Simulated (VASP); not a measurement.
# TaAs (P-6m2) in VASP: further runs

TaAs is run at these levels: PBE; tasks: single point, relaxation of cell and atoms.

Everything below comes from runs of VASP 6.6.1. Logs are shortened: lines on timing, memory, paths and dates and some standing lists are left out, and cuts for length are marked.

### 1 The cell of the first run

The structure is hexagonal, space group P-6m2 (No. 187). The conventional cell has a = 3.525 Å, b = 3.525 Å, c = 3.395 Å, α = 90.00°, β = 90.00°, γ = 120.00°. Ta (site symmetry -6m2) has 6 As at 2.65 Å and 2 Ta at 3.40 Å within 3.5 Å. Within 3.5 Å of As (site symmetry -6m2) lie 6 Ta at 2.65 Å and 2 As at 3.40 Å.

### 2 Single point, PBE

Input file INCAR:

```
SYSTEM = TaAs
  ALGO = Normal
  EDIFF = 1E-7
  ENCUT = 520
  GGA = PE
  ISIF = 2
  ISMEAR = 0
  LASPH = .TRUE.
  LCHARG = .TRUE.
  LELF = .TRUE.
  LREAL = .FALSE.
  LVHAR = .TRUE.
  LWAVE = .FALSE.
  NBANDS = 15
  NELM = 100
  PREC = Accurate
  SIGMA = 0.1
```

Input file KPOINTS:

```
k-points
0
G
  6 6 6
  0 0 0
```

Input file POSCAR:

```
TaAs
1.0
    3.5245000000      0.0000000000      0.0000000000
   -1.7622500000      3.0523065400      0.0000000000
    0.0000000000      0.0000000000      3.3951730000
Ta As
1 1
Direct
    0.3333333300      0.6666666700      0.5000000000
    0.0000000000      0.0000000000      0.0000000000
```

Potentials or basis: VASP PAW PBE potentials, release 64 (Ta_pv, As).

Run with:

```
> cat potpaw_PBE.64/Ta_pv/POTCAR potpaw_PBE.64/As/POTCAR > POTCAR
> mpirun -np 1 vasp_std > vasp.out
```

OUTCAR:

```text
SYSTEM = TaAs
   EDIFF = 1E-7
   ENCUT = 520
   GGA = PE
   ISIF = 2
   ISMEAR = 0
   LASPH = .TRUE.
   LREAL = .FALSE.
   NELM = 100
   PREC = Accurate

 ion  position               nearest neighbor table
   1  0.333  0.667  0.500-   2 2.65   2 2.65   2 2.65   2 2.65   2 2.65   2 2.65
   2  0.000  0.000  0.000-   1 2.65   1 2.65   1 2.65   1 2.65   1 2.65   1 2.65

  LATTYP: Found a hexagonal cell.
 ALAT       =     3.5245000000
 C/A-ratio  =     0.9633062846

  Lattice vectors:

 A1 = (   3.5245000000,   0.0000000000,   0.0000000000)
 A2 = (  -1.7622500000,   3.0523065400,   0.0000000000)
 A3 = (   0.0000000000,   0.0000000000,   3.3951730000)

Analysis of symmetry for initial positions (statically):
=====================================================================
 Subroutine PRICEL returns:
 Original cell was already a primitive cell.

 Routine SETGRP: Setting up the symmetry group for a
 hexagonal supercell.

 Subroutine GETGRP returns: Found 12 space group operations
 (whereof 12 operations were pure point group operations)
 out of a pool of 24 trial point group operations.

The static configuration has the point symmetry D_3h.

Analysis of symmetry for dynamics (positions and initial velocities):
=====================================================================
 Subroutine PRICEL returns:
 Original cell was already a primitive cell.

 Routine SETGRP: Setting up the symmetry group for a
 hexagonal supercell.

 Subroutine GETGRP returns: Found 12 space group operations
 (whereof 12 operations were pure point group operations)
 out of a pool of 24 trial point group operations.

The dynamic configuration has the point symmetry D_3h.

 Subroutine INISYM returns: Found 12 space group operations
 (whereof 12 operations are pure point group operations),
 and found     1 'primitive' translations

----------------------------------------------------------------------------------------

                                     Primitive cell

  volume of cell :      36.5248

  direct lattice vectors                    reciprocal lattice vectors
     3.524500000  0.000000000  0.000000000     0.283728188  0.163810546  0.000000000
    -1.762250000  3.052306540  0.000000000     0.000000000  0.327621091  0.000000000
     0.000000000  0.000000000  3.395173000     0.000000000  0.000000000  0.294535801

  length of vectors
     3.524500000  3.524500004  3.395173000     0.327621092  0.327621091  0.294535801

  position of ions in fractional coordinates (direct lattice)
     0.333333330  0.666666670  0.500000000
     0.000000000  0.000000000  0.000000000

  ion indices of the primitive-cell ions
   primitive index   ion index
                 1           1
                 2           2

----------------------------------------------------------------------------------------

 KPOINTS: k-points

Automatic generation of k-mesh.
 Grid dimensions read from file:
 generate k-points for:    6    6    6

 Generating k-lattice:

  Cartesian coordinates                     Fractional coordinates (reciprocal lattice)
     0.047288031  0.027301758  0.000000000     0.166666667  0.000000000  0.000000000
     0.000000000  0.054603515  0.000000000     0.000000000  0.166666667  0.000000000
     0.000000000  0.000000000  0.049089300     0.000000000  0.000000000  0.166666667

  Length of vectors
     0.054603515  0.054603515  0.049089300

  Shift w.r.t. Gamma in fractional coordinates (k-lattice)
     0.000000000  0.000000000  0.000000000

 Subroutine IBZKPT returns following result:
 ===========================================

 Found     28 irreducible k-points:

 Following reciprocal coordinates:
            Coordinates               Weight
  0.000000  0.000000  0.000000      1.000000
  0.166667  0.000000  0.000000      6.000000
  0.333333 -0.000000  0.000000      6.000000
  0.500000 -0.000000  0.000000      3.000000
  0.166667  0.166667  0.000000      6.000000
  0.333333  0.166667  0.000000     12.000000
[... 16 lines left out ...]
  0.166667  0.000000  0.500000      6.000000
  0.333333 -0.000000  0.500000      6.000000
 [... further k-points ...]
   k-points           NKPTS =     28   k-points in BZ     NKDIM =     28   number of bands    NBANDS=     15
   number of dos      NEDOS =    301   number of ions     NIONS =      2
   total plane-waves  NPLWV =  21952
   dimension x,y,z NGX =    28 NGY =   28 NGZ =   28
   dimension x,y,z NGXF=    56 NGYF=   56 NGZF=   56
   ions per type =               1   1
   NGX,Y,Z   is equivalent  to a cutoff of  13.21, 13.21, 13.71 a.u.
   NGXF,Y,Z  is equivalent  to a cutoff of  26.41, 26.41, 27.42 a.u.
 SYSTEM =  TaAs
   PREC   = accura    normal or accurate (medium, high low for compatibility)
   ISTART =      0    job   : 0-new  1-cont  2-samecut
   ICHARG =      2    charge: 1-file 2-atom 10-const
   ISPIN  =      1    spin polarized calculation?
   LNONCOLLINEAR =      F non collinear calculations
   LSORBIT =      F    spin-orbit coupling
   LASPH  =      T    aspherical Exc in radial PAW
   ENCUT  =  520.0 eV  38.22 Ry    6.18 a.u.   6.55  6.55  6.31*2*pi/ulx,y,z
   NELM   =    100;   NELMIN=  2; NELMDL= -5     # of ELM steps
   EDIFF  = 0.1E-06   stopping-criterion for ELM
   LREAL  =      F    real-space projection
   EDIFFG = 0.1E-05   stopping-criterion for IOM
   NSW    =      0    number of steps for IOM
   IBRION =     -1    ionic relax: 0-MD 1-quasi-New 2-CG
   NFREE  =      0    steps in history (QN), initial steepest desc. (CG)
   ISIF   =      2    stress and relaxation
   ISYM   =      2    0-nonsym 1-usesym 2-fastsym
   POTIM  = 0.5000    time-step for ionic-motion
   TEBEG  =    0.0;   TEEND  =   0.0 temperature during run
   PSTRESS=    0.0 pullay stress
   NELECT =      16.0000    total number of electrons
   NUPDOWN=      -1.0000    fix difference up-down
   EMIN   =  10.00;   EMAX   =-10.00  energy-range for DOS
   EFERMI =   0.00;   METHOD = LEGACY
   ISMEAR =     0;   SIGMA  =   0.10  broadening in eV -4-tet -1-fermi 0-gaus
   EFERMI_NEDOS =   21; number of points for ismear=-14 and -15
   IALGO  =     38    algorithm
   IMIX   =      4    mixing-type and parameters
     AMIX     =   0.40;   BMIX     =  1.00
     AMIX_MAG =   1.60;   BMIX_MAG =  1.00
  volume/ion in A,a.u.               =      18.26       123.24
  Fermi-wavevector in a.u.,A,eV,Ry     =   1.243328  2.349549 21.032756  1.545864
  Thomas-Fermi vector in A             =   2.377643
   LORBIT       =      0    0 simple, 1 ext, 2 COOP (PROOUT), +10 PAW based schemes
   GGA     = PE    functional components
   LHFCALC =     F    Hartree Fock is set to
   AEXX    =    0.0000 exact exchange contribution
   IVDW    =     0    specifies the selected vdW correction
   LEPSILON=     F    determine dielectric tensor
   LRPA    =     F    only Hartree local field effects (RPA)
 non-spin polarized calculation
 Gauss-broadening in eV      SIGMA  =   0.10
  energy-cutoff  :      520.00
  volume of cell :       36.52
 maximum number of plane-waves:      1009
 NGX is ok and might be reduce to    28
   NGX = 13   NGY = 13   NGZ = 13

 number of electron      16.0000001 magnetization

 Free energy of the ion-electron system (eV)
  ---------------------------------------------------
  ext. energy  EPLUGINS =         0.00000000
  ---------------------------------------------------
  free energy    TOTEN  =       -17.51033348 eV

  energy without entropy =      -17.50958428  energy(sigma->0) =      -17.50995888

 E-fermi :   6.3171     XC(G=0): -11.6620

 val. band max:        6.3078525064   @ k =   0.0000   0.0000   0.1667
 cond. band min:       6.5237462108   @ k =   0.1667   0.0000   0.3333
 fundamental gap:      0.2158937044
 Fermi energy:         6.3170678439

 k-point     1 :       0.0000    0.0000    0.0000
  band No.  band energies     occupation
      1     -28.5166      2.00000
      2     -28.4602      2.00000
      3     -28.4602      2.00000
      4      -7.1639      2.00000
      5       3.7190      2.00000
      6       3.9537      2.00000
      7       3.9537      2.00000
      8       6.0662      1.99961
      9       8.0423      0.00000
     10       8.0423      0.00000
     11       9.8954      0.00000
     12      10.7803      0.00000
     13      10.7803      0.00000
     14      14.5616      0.00000
     15      15.8811      0.00000

 k-point     2 :       0.1667    0.0000    0.0000
  band No.  band energies     occupation
      1     -28.5108      2.00000
      2     -28.5015      2.00000
      3     -28.4700      2.00000
      4      -6.7536      2.00000
      5       2.6583      2.00000
      6       4.1477      2.00000
      7       4.2571      2.00000
      8       5.1101      2.00000
      9       7.9041      0.00000
     10       8.9641      0.00000
     11       9.3776      0.00000
     12      10.1477      0.00000
     13      11.7868      0.00000
     14      14.6368      0.00000
     15      17.2267      0.00000

 k-point     3 :       0.3333   -0.0000    0.0000
  band No.  band energies     occupation
      1     -28.5830      2.00000
      2     -28.4991      2.00000
      3     -28.4897      2.00000
      4      -5.7361      2.00000
      5       0.7756      2.00000
      6       4.1405      2.00000
      7       4.3181      2.00000
      8       4.9160      2.00000
      9       7.6465      0.00000
     10       8.3450      0.00000
     11       9.3356      0.00000
     12      11.0334      0.00000
     13      12.3645      0.00000
     14      15.6622      0.00000
     15      17.3103      0.00000
[... 343 lines left out ...]
 k-point    23 :       0.1667    0.0000    0.5000
  band No.  band energies     occupation
      1     -28.6856      2.00000
      2     -28.4825      2.00000
      3     -28.4529      2.00000
      4      -4.8809      2.00000
      5      -0.5940      2.00000
      6       3.9692      2.00000
      7       4.1351      2.00000
      8       5.5222      2.00000
      9       6.5871      0.00013
     10       9.2316      0.00000
     11       9.2806      0.00000
     12      10.8298      0.00000
     13      14.7320      0.00000
     14      14.8741      0.00000
     15      17.7111      0.00000

 k-point    24 :       0.3333   -0.0000    0.5000
  band No.  band energies     occupation
      1     -28.6671      2.00000
      2     -28.5584      2.00000
      3     -28.4707      2.00000
      4      -4.6477      2.00000
      5       0.5041      2.00000
      6       2.5315      2.00000
      7       3.3233      2.00000
      8       5.1393      2.00000
      9       7.9183      0.00000
     10       9.5196      0.00000
     11       9.5335      0.00000
     12      12.3899      0.00000
     13      12.6926      0.00000
     14      14.3993      0.00000
     15      15.9814      0.00000

 [... further k-points ...]
[... 5 lines left out ...]
  --------------------------------------------------------------------------------------
  -------------------------------------------------------------------------------------
  Total       -1.4077593     -1.4077593      0.0859897      0.0000000     -0.0000000      0.0000000
  in kB      -61.7520538    -61.7520540      3.7719818      0.0000000     -0.0000000      0.0000000
  external PRESSURE =     -39.9107086 kB  Pullay stress =       0.0000000 kB

 VOLUME and BASIS-vectors are now :
 -----------------------------------------------------------------------------
  energy-cutoff  :      520.00
  volume of cell :       36.52
      direct lattice vectors                 reciprocal lattice vectors
     3.524500000  0.000000000  0.000000000     0.283728188  0.163810546  0.000000000
    -1.762250000  3.052306540  0.000000000     0.000000000  0.327621091  0.000000000
     0.000000000  0.000000000  3.395173000     0.000000000  0.000000000  0.294535801

 POSITION                                       TOTAL-FORCE (eV/Angst)
 -----------------------------------------------------------------------------------
     -0.00000      2.03487      1.69759        -0.000000      0.000000      0.000000
      0.00000      0.00000      0.00000         0.000000     -0.000000      0.000000
 -----------------------------------------------------------------------------------
    total drift:                                0.000006     -0.000003      0.000000

  FREE ENERGIE OF THE ION-ELECTRON SYSTEM (eV)
  ---------------------------------------------------
  free  energy   TOTEN  =       -17.5103334829 eV

  energy  without entropy=      -17.5095842809  energy(sigma->0) =      -17.50995888
```

Run time: 12 s. Hardware: 1 thread of Intel Xeon Platinum 8488C (Sapphire Rapids), shared host; peak memory 0.16 GiB.

What came out:

* Free energy: -17.5103 eV
* Pressure: -4.0 GPa
* Band gap on the k mesh: zero (band 8 reaches 6.58 eV, above the bottom of band 9 at 6.08 eV)

Stress tensor (GPa, compression positive):
```
-6.18  0.00  0.00
 0.00 -6.18  0.00
 0.00  0.00  0.38
```

Caveat: spin-orbit coupling is left out, which moves the levels of the heavy elements.

[end of part 1 of 3]
